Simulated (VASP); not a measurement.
## SnSe2: relaxation of cell and atoms with PBEsol

SnSe2:

```xyz
6
Lattice="-2.8470 2.8470 5.6280 2.8470 -2.8470 5.6280 2.8470 2.8470 -5.6280" Properties=species:S:1:pos:R:3 pbc="T T T"
Sn    0.0000    2.8470    2.8140
Sn    0.0000    0.0000    0.0000
Se    0.0000    2.8470    0.2452
Se    0.0000    0.0000    8.6871
Se    0.0000    0.0000    2.5688
Se    0.0000    2.8470    5.3828
```

* Program: VASP 6.6.1
* Task: relaxation of cell and atoms
* Functional: PBEsol
* Potentials or basis: VASP PAW PBE potentials, release 64 (Sn_d, Se)
* Cutoff: 600 eV
* k mesh: 6 × 6 × 6
* Occupations: fermi-dirac, width 0.02 eV
* Spin: no spin polarisation
* Dipole correction: no
* Further INCAR settings: ALGO = Normal; EDIFF = 1e-07; IBRION = 2; EDIFFG = -0.005; NSW = 80; ISIF = 3

| Quantity | Value |
| --- | --- |
| Relaxed volume | 28.05 Å³/atom |
| Relaxed cell | a = 6.651 Å, b = 6.651 Å, c = 6.651 Å, α = 130.05°, β = 130.05°, γ = 73.33° |
| Space group after relaxing (to 0.1 Å) | I4_1/amd (No. 141) |
| Energy gained by relaxing | 12.8 meV/atom |
| Ionic steps | 23 |
| Pressure after relaxing | 0.0 GPa |
| Band gap on the k mesh | 0.18 eV (least direct gap 0.55 eV) |

Step by step:
```tsv
step	energy change (eV)	largest force (eV/Å)	pressure (GPa)	volume (Å³)
1	0.0000	0.1440	-2.21	182.46
2	-0.0302	0.4153	1.34	171.62
3	-0.0505	0.1843	-0.15	175.67
4	-0.0614	0.0788	-0.02	173.84
5	-0.0619	0.0535	0.02	173.38
6	-0.0626	0.0451	-0.03	173.39
7	-0.0643	0.0203	-0.18	173.43
8	-0.0661	0.0273	-0.46	173.51
9	-0.0663	0.0259	-0.46	173.46
10	-0.0669	0.0217	-0.44	173.32
11	-0.0681	0.0136	-0.39	173.04
12	-0.0701	0.0039	-0.30	172.47
13	-0.0729	0.0416	-0.11	171.32
14	-0.0720	0.1278	0.31	169.01
15	-0.0735	0.0792	0.07	170.33
16	-0.0747	0.0640	0.05	169.84
17	-0.0762	0.0227	0.01	168.38
18	-0.0763	0.0161	0.00	168.14
19	-0.0765	0.0042	-0.04	168.31
20	-0.0765	0.0007	-0.05	168.36
21	-0.0765	0.0061	-0.07	168.46
22	-0.0766	0.0037	-0.06	168.43
23	-0.0766	0.0006	-0.01	168.30
```

Final structure:
```yaml
crystal:
  lattice:
    - [-2.80827, 2.80827, 5.33523]
    - [2.80827, -2.80827, 5.33523]
    - [2.80827, 2.80827, -5.33523]
  atoms:
    - { symbol: Sn, position: [0.75000, 0.25000, 0.50000] }
    - { symbol: Sn, position: [0.00000, 0.00000, 0.00000] }
    - { symbol: Se, position: [0.51147, 0.01147, 0.50000] }
    - { symbol: Se, position: [0.76147, 0.76147, 0.00000] }
    - { symbol: Se, position: [0.23853, 0.23853, 0.00000] }
    - { symbol: Se, position: [0.98853, 0.48853, 0.50000] }
```

Levels at points of the mesh, in eV from the valence-band top:
```csv
k point,band 24,band 25,band 26,band 27,band 28,band 29
"(0.00, 0.00, 0.00)",-0.96,-0.03,-0.03,0.52,0.83,4.78
"(0.50, 0.00, 0.00)",-0.88,-0.84,-0.70,1.32,1.64,2.64
"(0.50, 0.50, 0.00)",-0.51,-0.08,-0.08,1.59,1.59,2.27
"(0.50, 0.50, 0.50)",-0.79,-0.38,-0.38,0.18,0.18,5.13
```

Wall time 37 min on 1 thread of Intel(R) Xeon(R) 6975P-C (Granite Rapids), with other jobs on the host, peak memory 0.55 GiB.

Caveat: the PAW data sets were made with another functional, which shifts forces and pressure a little; spin-orbit coupling is left out, which moves the levels of the heavy elements. A k mesh can miss the band edges.
